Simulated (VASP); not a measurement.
A run of VASP 6.6.1:

File INCAR:

```
PREC = Accurate ; ENCUT = 500
EDIFF = 1E-6 ; ISMEAR = 1
SIGMA = 0.05 ; LREAL = F
LASPH = T ; NELM = 120
ALGO = Normal ; ISIF = 2
LWAVE = F ; LCHARG = T
GGA = PE ; LELF = T
LVHAR = T ; NBANDS = 20
GGA_COMPAT = F
```

The input KPOINTS:

```
regular mesh
0
Gamma
  4 4 8
```

Contents of POSCAR:

```
Se
1.0
    3.8500000000      2.2227985400      1.7633333400
   -3.8500000000      2.2227985400      1.7633333400
    0.0000000000     -2.2227985400      0.8816666700
Se
4
Direct
    0.0000000000      0.0000000000      0.0000000000
    0.0000000000      0.5000000000      0.0000000000
    0.5000000000      0.0000000000      0.0000000000
    0.5000000000      0.5000000000      0.0000000000
```

Potentials or basis: VASP PAW PBE potentials, release 64 (Se).

Run with:

```bash
$ cat potpaw_PBE.64/Se/POTCAR > POTCAR
$ mpirun -np 1 vasp_std > vasp.out
```

Hardware: 1 thread of Intel(R) Xeon(R) Platinum 8375C CPU @ 2.90GHz (Ice Lake) (shared host).

Q: How long does it take, and how much memory?

A: Run time: 21 s on 1 thread of Intel(R) Xeon(R) Platinum 8375C CPU @ 2.90GHz (Ice Lake), with other jobs on the host, peak memory 0.17 GiB. Counts: scf iterations 10, k points 44.
